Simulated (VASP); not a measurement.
Here is a VASP 6.6.1 calculation.

Contents of POSCAR:

```
GaAs3N4
1.0
    5.3198031522      0.0000000000      0.0000000000
    0.0000000000      5.3198031522      0.0000000000
    0.0000000000      0.0000000000      5.3198031522
Ga As N
1 3 4
Direct
    0.0000000000      0.0000000000      0.0000000000
    0.0000000000      0.5000000000      0.0000000000
    0.0000000000      0.0000000000      0.5000000000
    0.5000000000      0.0000000000      0.0000000000
    0.7903113053      0.2096886947      0.7903113053
    0.2096886947      0.7903113053      0.7903113053
    0.7903113053      0.7903113053      0.2096886947
    0.2096886947      0.2096886947      0.2096886947
```

INCAR.step1

```
SYSTEM = GaAs3N4
PREC = Accurate
ENCUT = 660
ISMEAR = -1
SIGMA = 0.03
LREAL = .False.
LASPH = .True.
NELM = 120
NBANDS = 49
GGA = PE
ALGO = Normal
EDIFF = 1E-5
LWAVE = .True.
LCHARG = .False.
GGA_COMPAT = .False.
```

INCAR.step2

```
SYSTEM = GaAs3N4
PREC = Accurate
ENCUT = 660
EDIFF = 1E-6
ISMEAR = -1
SIGMA = 0.03
LREAL = .False.
LASPH = .True.
NELM = 120
ALGO = Normal
ISIF = 2
LWAVE = .False.
LCHARG = .True.
METAGGA = R2SCAN
LMIXTAU = .True.
LUSE_VDW = .True.
IVDW_NL = 2
BPARAM = 11.95
CPARAM = 0.0093
LELF = .True.
LVHAR = .True.
NBANDS = 49
ISTART = 1
GGA_COMPAT = .False.
```

The input KPOINTS:

```
regular mesh
0
Gamma
  4 4 4
  0 0 0
```

Potentials or basis: VASP PAW PBE potentials, release 64 (Ga_d, As_d, N).

The run is started by

```console
$ cat potpaw_PBE.64/Ga_d/POTCAR potpaw_PBE.64/As_d/POTCAR potpaw_PBE.64/N/POTCAR > POTCAR
$ cp INCAR.step1 INCAR
$ mpirun -np 1 vasp_std > vasp.out
$ cp INCAR.step2 INCAR
$ mpirun -np 1 vasp_std > vasp.out
```

(1) Estimate the band gap on the k mesh.

(2) Estimate the largest force.

Answers

(1) zero (bands 39 and 40 overlap by 0.54 eV).

(2) 0.074 eV/Å.

Caveat: semilocal functionals underestimate gaps, so a narrow gap can read as zero; the PAW data sets were made with another functional, which shifts forces and pressure a little.
